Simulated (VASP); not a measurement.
# NaI (Pmma) in VASP: single point with PBE+D3(BJ)

Aim: the single point of NaI with PBE+D3(BJ).

All numbers are computed with VASP 6.6.1; they aren't measurements. Logs are shortened: lines on timing, memory, paths and dates and some standing lists are left out, and cuts for length are marked.

### Step 1. The cell of the first run

It takes space group Pmma (No. 51, orthorhombic). Conventional cell: a = 4.622 Å, b = 4.270 Å, c = 7.798 Å, α = 90.00°, β = 90.00°, γ = 90.00°. Within 4.3 Å of Na (site symmetry mm2) lie 6 I at 3.15 to 4.22 Å and 4 Na at 4.20 to 4.27 Å. Within 4.7 Å of I (site symmetry mm2) lie 8 Na at 3.15 to 4.67 Å and 8 I at 4.27 to 4.63 Å.

### Step 2. Single point, PBE+D3(BJ)

Contents of INCAR:

```
ALGO = Normal ; EDIFF = 1E-7
ENCUT = 520 ; GGA = PE
ISIF = 2 ; ISMEAR = 0
IVDW = 12 ; LASPH = T
LCHARG = F ; LREAL = F
LWAVE = F ; NBANDS = 22
NELM = 80 ; PREC = Accurate
SIGMA = 0.05
```

Contents of KPOINTS:

```
k-points
0
Gamma
  6 6 4
```

Contents of POSCAR:

```
NaI
1.0
    4.6222093067      0.0000000000      0.0000000000
    0.0000000000      4.2697016003      0.0000000000
    0.0000000000      0.0000000000      7.7983840000
Na I
2 2
Direct
    0.2500000000      0.5000000000      0.2750310000
    0.7500000000      0.5000000000      0.7249690000
    0.2500000000      0.0000000000      0.7424270000
    0.7500000000      0.0000000000      0.2575730000
```

Potentials or basis: VASP PAW PBE potentials, release 64 (Na_pv, I).

Launch:

```sh
$ cat potpaw_PBE.64/Na_pv/POTCAR potpaw_PBE.64/I/POTCAR > POTCAR
$ mpirun -np 1 vasp_std > vasp.out
```

OUTCAR:

```text
EDIFF = 1E-7
   ENCUT = 520
   GGA = PE
   ISIF = 2
   ISMEAR = 0
   IVDW = 12
   LASPH = T
   LREAL = F
   NELM = 80
   PREC = Accurate
 IVDW          = 12

 ion  position               nearest neighbor table
   1  0.250  0.500  0.275-   4 3.15   4 3.15   4 3.15   4 3.15
   2  0.750  0.500  0.725-   3 3.15   3 3.15   3 3.15   3 3.15
   3  0.250  0.000  0.742-   2 3.15   2 3.15   2 3.15   2 3.15
   4  0.750  0.000  0.258-   1 3.15   1 3.15   1 3.15   1 3.15

  LATTYP: Found a simple orthorhombic cell.
 ALAT       =     4.2697016003
 B/A-ratio  =     1.0825602675
 C/A-ratio  =     1.8264470752

  Lattice vectors:

 A1 = (   0.0000000000,  -4.2697016003,   0.0000000000)
 A2 = (   4.6222093067,   0.0000000000,   0.0000000000)
 A3 = (   0.0000000000,   0.0000000000,   7.7983840000)

Analysis of symmetry for initial positions (statically):
=====================================================================
 Subroutine PRICEL returns:
 Original cell was already a primitive cell.

 Routine SETGRP: Setting up the symmetry group for a
 simple orthorhombic supercell.

 Subroutine GETGRP returns: Found  8 space group operations
 (whereof  4 operations were pure point group operations)
 out of a pool of  8 trial point group operations.

The static configuration has the point symmetry C_2h.
 The point group associated with its full space group is D_2h.

Analysis of symmetry for dynamics (positions and initial velocities):
=====================================================================
 Subroutine PRICEL returns:
 Original cell was already a primitive cell.

 Routine SETGRP: Setting up the symmetry group for a
 simple orthorhombic supercell.

 Subroutine GETGRP returns: Found  8 space group operations
 (whereof  4 operations were pure point group operations)
 out of a pool of  8 trial point group operations.

The dynamic configuration has the point symmetry C_2h.
 The point group associated with its full space group is D_2h.

 Subroutine INISYM returns: Found  8 space group operations
 (whereof  4 operations are pure point group operations),
 and found     1 'primitive' translations

----------------------------------------------------------------------------------------

                                     Primitive cell

  volume of cell :     153.9047

  direct lattice vectors                    reciprocal lattice vectors
     4.622209307  0.000000000  0.000000000     0.216346758  0.000000000  0.000000000
     0.000000000  4.269701600  0.000000000     0.000000000  0.234208405  0.000000000
     0.000000000  0.000000000  7.798384000     0.000000000  0.000000000  0.128231695

  length of vectors
     4.622209307  4.269701600  7.798384000     0.216346758  0.234208405  0.128231695

  position of ions in fractional coordinates (direct lattice)
     0.250000000  0.500000000  0.275031000
     0.750000000  0.500000000  0.724969000
     0.250000000  0.000000000  0.742427000
     0.750000000  0.000000000  0.257573000

  ion indices of the primitive-cell ions
   primitive index   ion index
                 1           1
                 2           2
                 3           3
                 4           4

----------------------------------------------------------------------------------------

 KPOINTS: k-points

Automatic generation of k-mesh.
 Grid dimensions read from file:
 generate k-points for:    6    6    4

 Generating k-lattice:

  Cartesian coordinates                     Fractional coordinates (reciprocal lattice)
     0.036057793  0.000000000  0.000000000     0.166666667  0.000000000  0.000000000
     0.000000000  0.039034734  0.000000000     0.000000000  0.166666667  0.000000000
     0.000000000  0.000000000  0.032057924     0.000000000  0.000000000  0.250000000

  Length of vectors
     0.036057793  0.039034734  0.032057924

  Shift w.r.t. Gamma in fractional coordinates (k-lattice)
     0.000000000  0.000000000  0.000000000

 Subroutine IBZKPT returns following result:
 ===========================================

 Found     48 irreducible k-points:

 Following reciprocal coordinates:
            Coordinates               Weight
  0.000000  0.000000  0.000000      1.000000
  0.166667  0.000000  0.000000      2.000000
  0.333333  0.000000  0.000000      2.000000
  0.500000  0.000000  0.000000      1.000000
  0.000000  0.166667  0.000000      2.000000
  0.166667  0.166667  0.000000      4.000000
[... 16 lines left out ...]
  0.333333  0.166667  0.250000      8.000000
  0.500000  0.166667  0.250000      4.000000
 [... further k-points ...]
   k-points           NKPTS =     48   k-points in BZ     NKDIM =     48   number of bands    NBANDS=     22
   number of dos      NEDOS =    301   number of ions     NIONS =      4
   total plane-waves  NPLWV =  69120
   dimension x,y,z NGX =    36 NGY =   32 NGZ =   60
   dimension x,y,z NGXF=    72 NGYF=   64 NGZF=  120
   ions per type =               2   2
   NGX,Y,Z   is equivalent  to a cutoff of  12.95, 12.46, 12.79 a.u.
   NGXF,Y,Z  is equivalent  to a cutoff of  25.90, 24.92, 25.58 a.u.
 SYSTEM =  unknown system
   PREC   = accura    normal or accurate (medium, high low for compatibility)
   ISTART =      0    job   : 0-new  1-cont  2-samecut
   ICHARG =      2    charge: 1-file 2-atom 10-const
   ISPIN  =      1    spin polarized calculation?
   LNONCOLLINEAR =      F non collinear calculations
   LSORBIT =      F    spin-orbit coupling
   LASPH  =      T    aspherical Exc in radial PAW
   ENCUT  =  520.0 eV  38.22 Ry    6.18 a.u.   8.59  7.94 14.50*2*pi/ulx,y,z
   NELM   =     80;   NELMIN=  2; NELMDL= -5     # of ELM steps
   EDIFF  = 0.1E-06   stopping-criterion for ELM
   LREAL  =      F    real-space projection
   EDIFFG = 0.1E-05   stopping-criterion for IOM
   NSW    =      0    number of steps for IOM
   IBRION =     -1    ionic relax: 0-MD 1-quasi-New 2-CG
   NFREE  =      0    steps in history (QN), initial steepest desc. (CG)
   ISIF   =      2    stress and relaxation
   ISYM   =      2    0-nonsym 1-usesym 2-fastsym
   POTIM  = 0.5000    time-step for ionic-motion
   TEBEG  =    0.0;   TEEND  =   0.0 temperature during run
   PSTRESS=    0.0 pullay stress
   NELECT =      28.0000    total number of electrons
   NUPDOWN=      -1.0000    fix difference up-down
   EMIN   =  10.00;   EMAX   =-10.00  energy-range for DOS
   EFERMI =   0.00;   METHOD = LEGACY
   ISMEAR =     0;   SIGMA  =   0.05  broadening in eV -4-tet -1-fermi 0-gaus
   EFERMI_NEDOS =   21; number of points for ismear=-14 and -15
   IALGO  =     38    algorithm
   IMIX   =      4    mixing-type and parameters
     AMIX     =   0.40;   BMIX     =  1.00
     AMIX_MAG =   1.60;   BMIX_MAG =  1.00
  volume/ion in A,a.u.               =      38.48       259.65
  Fermi-wavevector in a.u.,A,eV,Ry     =   0.927635  1.752975 11.707893  0.860506
  Thomas-Fermi vector in A             =   2.053725
   LORBIT       =      0    0 simple, 1 ext, 2 COOP (PROOUT), +10 PAW based schemes
   GGA     = PE    functional components
   LHFCALC =     F    Hartree Fock is set to
   AEXX    =    0.0000 exact exchange contribution
   IVDW    =    12    specifies the selected vdW correction
   LEPSILON=     F    determine dielectric tensor
   LRPA    =     F    only Hartree local field effects (RPA)
 non-spin polarized calculation
 Gauss-broadening in eV      SIGMA  =   0.05
  energy-cutoff  :      520.00
  volume of cell :      153.90
 maximum number of plane-waves:      4184
 NGX is ok and might be reduce to    36
   NGX = 17   NGY = 15   NGZ = 29

 number of electron      28.0000009 magnetization

 Free energy of the ion-electron system (eV)
  ---------------------------------------------------
  ext. energy  EPLUGINS =         0.00000000
  ---------------------------------------------------
  free energy    TOTEN  =       -10.30159160 eV

  energy without entropy =      -10.30159160  energy(sigma->0) =      -10.30159160

 E-fermi :   0.7742     XC(G=0):  -7.1305

 val. band max:        0.5506095409   @ k =   0.0000   0.5000   0.0000
 cond. band min:       3.2970665805   @ k =   0.0000   0.0000   0.0000
 fundamental gap:      2.7464570397
 Fermi energy:         0.7741787144

 k-point     1 :       0.0000    0.0000    0.0000
  band No.  band energies     occupation
      1     -22.6839      2.00000
      2     -22.6803      2.00000
      3     -22.6340      2.00000
      4     -22.6335      2.00000
      5     -22.6330      2.00000
      6     -22.6328      2.00000
[... 14 lines left out ...]
     21       8.3490      0.00000
     22       9.0255      0.00000

 k-point     2 :       0.1667    0.0000    0.0000
  band No.  band energies     occupation
      1     -22.6836      2.00000
      2     -22.6805      2.00000
      3     -22.6347      2.00000
      4     -22.6336      2.00000
      5     -22.6333      2.00000
      6     -22.6329      2.00000
[... 14 lines left out ...]
     21       8.7003      0.00000
     22       9.1905      0.00000

 k-point     3 :       0.3333    0.0000    0.0000
  band No.  band energies     occupation
      1     -22.6829      2.00000
      2     -22.6811      2.00000
      3     -22.6360      2.00000
      4     -22.6354      2.00000
      5     -22.6330      2.00000
      6     -22.6327      2.00000
[... 14 lines left out ...]
     21       9.0280      0.00000
     22       9.1325      0.00000
[... 476 lines left out ...]
 k-point    23 :       0.3333    0.1667    0.2500
  band No.  band energies     occupation
      1     -22.6827      2.00000
      2     -22.6812      2.00000
      3     -22.6356      2.00000
      4     -22.6351      2.00000
      5     -22.6343      2.00000
      6     -22.6341      2.00000
[... 14 lines left out ...]
     21       8.4967      0.00000
     22       8.6086      0.00000

 k-point    24 :       0.5000    0.1667    0.2500
  band No.  band energies     occupation
      1     -22.6819      2.00000
      2     -22.6819      2.00000
      3     -22.6361      2.00000
      4     -22.6361      2.00000
      5     -22.6340      2.00000
      6     -22.6340      2.00000
[... 14 lines left out ...]
     21       8.8784      0.00000
     22       8.8784      0.00000

 [... further k-points ...]

------------------------ aborting loop because EDIFF is reached ----------------------------------------

 Edisp (eV)   -0.87617

 E8    (eV) :    -0.4047

  FORCE on cell =-STRESS in cart. coord.  units (eV):
  Direction    XX          YY          ZZ          XY          YZ          ZX
  --------------------------------------------------------------------------------------
  -------------------------------------------------------------------------------------
  Total      -0.77676    -0.79145    -0.86329     0.00000     0.00000     0.00000
  in kB      -8.08618    -8.23917    -8.98702     0.00000     0.00000     0.00000
  external pressure =       -8.44 kB  Pullay stress =        0.00 kB

 VOLUME and BASIS-vectors are now :
 -----------------------------------------------------------------------------
  energy-cutoff  :      520.00
  volume of cell :      153.90
      direct lattice vectors                 reciprocal lattice vectors
     4.622209307  0.000000000  0.000000000     0.216346758  0.000000000  0.000000000
     0.000000000  4.269701600  0.000000000     0.000000000  0.234208405  0.000000000
     0.000000000  0.000000000  7.798384000     0.000000000  0.000000000  0.128231695

 POSITION                                       TOTAL-FORCE (eV/Angst)
 -----------------------------------------------------------------------------------
      1.15555      2.13485      2.14480        -0.000000      0.000000     -0.029114
      3.46666      2.13485      5.65359         0.000000     -0.000000      0.029114
      1.15555      0.00000      5.78973         0.000000     -0.000000     -0.004870
      3.46666      0.00000      2.00865         0.000000     -0.000000      0.004870
 -----------------------------------------------------------------------------------
    total drift:                                0.000000      0.000000      0.000000

  FREE ENERGIE OF THE ION-ELECTRON SYSTEM (eV)
  ---------------------------------------------------
  free  energy   TOTEN  =       -11.1777605733 eV

  energy  without entropy=      -11.1777605733  energy(sigma->0) =      -11.17776057
```

Run time: 3.1 min. Hardware: 1 thread of AMD EPYC 7R13, shared host; peak memory 0.29 GiB.

What came out:

```yaml
Free_energy: -11.1778 eV
Pressure: -0.8 GPa
Largest_force: 0.029 eV/Å
Band_gap_on_the_k_mesh: 2.75 eV (least direct gap 2.97 eV)
Dispersion_energy_per_atom: -0.219 eV
```

Forces on the atoms (eV/Å):
```
Na   0.000  0.000 -0.029
Na   0.000  0.000  0.029
I    0.000  0.000 -0.005
I    0.000  0.000  0.005
```

Stress tensor (GPa, compression positive):
```
-0.81  0.00  0.00
 0.00 -0.82  0.00
 0.00  0.00 -0.90
```

Caveat: spin-orbit coupling is left out, which moves the levels of the heavy elements.
